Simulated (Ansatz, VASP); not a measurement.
## Two plane-wave programs on PbSe

Contents of INCAR:

```
PREC     = Accurate       # precision mode
ENCUT    = 500            # plane-wave cutoff, eV
EDIFF    = 1E-6           # SCF threshold, eV
ISMEAR   = 0              # smearing method
SIGMA    = 0.05           # smearing width, eV
LREAL    = F              # projectors in reciprocal space
LASPH    = T              # aspherical terms in the spheres
NELM     = 120            # most SCF steps
ALGO     = Normal         # electronic algorithm
ISIF     = 2              # what is computed and relaxed
LWAVE    = F              # write WAVECAR
LCHARG   = F              # write CHGCAR
GGA      = RP             # functional
IVDW     = 13             # dispersion correction
NBANDS   = 17             # bands
GGA_COMPAT= F
```

File KPOINTS:

```
regular mesh
0
Gamma
  6 6 6
```

File POSCAR:

```
PbSe
1.0
    0.0000000000      3.0247884761      3.0247884761
    3.0247884761      0.0000000000      3.0247884761
    3.0247884761      3.0247884761      0.0000000000
Pb Se
1 1
Direct
    0.5000000000      0.5000000000      0.5000000000
    0.0000000000      0.0000000000      0.0000000000
```

Input for Ansatz:

```yaml
crystal:
  lattice:
    - [0.0, 3.0247884761, 3.0247884761]
    - [3.0247884761, 0.0, 3.0247884761]
    - [3.0247884761, 3.0247884761, 0.0]
  atoms:
    - { symbol: Pb, position: [0.5, 0.5, 0.5] }
    - { symbol: Se, position: [0.0, 0.0, 0.0] }
basis:
  ecutwfc: 420
  ecutrho_ratio: 4
kpoints:
  mp_grid: { grid: [6, 6, 6] }
hamiltonian:
  xc: rpbe
  dispersion: d4
scf:
  occupations: { method: gaussian, width: 0.05 }
output:
  forces: true
  stress: true
  eigenvalues: true
```

Alike in both runs: task single point; functional RPBE; dispersion D4; k mesh 6 × 6 × 6; occupations gaussian, width 0.05 eV; no spin polarisation.

|  | VASP | Ansatz |
| --- | --- | --- |
| version | VASP 6.6.1 | Ansatz 0.2.0 |
| potentials or method | VASP PAW PBE potentials, release 64 (Pb_d, Se), cutoff 500 eV | scalar-relativistic, plane waves, PAW |
| valence electrons in the cell | 20 | 30 |

|  | VASP | Ansatz | Ansatz less VASP |
| --- | --- | --- | --- |
| gap on the k mesh at the Fermi level (eV) | 0.25 | 0.24 | -0.006 |
| least direct gap on the mesh (eV) | 0.25 | 0.24 | -0.006 |
| pressure (GPa) | 2.2 | 2.2 | +0.02 |

VASP's potentials were made for PBE, not for RPBE. VASP's potentials hold 20 valence electrons a cell and Ansatz's 30, so a difference there can come from the potentials and not from the codes.

Neither program's run includes spin-orbit coupling.
